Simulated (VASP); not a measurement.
Ca: single point with PBE

Crystal: Ca.

```
Ca
1.0
     0.00000    2.73677    2.73677
     2.73677    0.00000    2.73677
     2.73677    2.73677    0.00000
Ca
1
Direct
  0.00000 0.00000 0.00000
```

| Property | Result |
| --- | --- |
| Program | VASP 6.6.1 |
| Task | single point |
| Functional | PBE |
| Potentials or basis | VASP PAW PBE potentials, release 64 (Ca_sv) |
| Cutoff | 520 eV |
| k mesh | 8 × 8 × 8 |
| Occupations | gaussian, width 0.1 eV |
| Spin | no spin polarisation |
| Dipole correction | no |
| Further INCAR settings | ALGO = Normal; EDIFF = 1e-06; NBANDS = 11 |

```yaml
Pressure: 0.5 GPa
Band_gap_on_the_k_mesh: zero (band 5 reaches 2.26 eV, above the bottom of band 6 at 1.94 eV)
```

Levels at points of the mesh, in eV from the Fermi level:
```
           k point  band 2  band 3  band 4  band 5  band 6  band 7  band 8  band 9
(0.00, 0.00, 0.00)  -22.81  -22.81  -22.81   -4.03    2.42    2.42    2.42    3.53
(0.50, 0.00, 0.00)  -22.97  -22.83  -22.83   -0.95   -0.09    2.30    2.30    4.24
(0.50, 0.50, 0.00)  -22.96  -22.87  -22.87   -0.44    0.61    1.07    4.24    4.43
```

It took 7.4 s on 1 thread of AMD EPYC 9R45 96-Core Processor (Zen 5), on a shared host, peak memory 0.14 GiB.
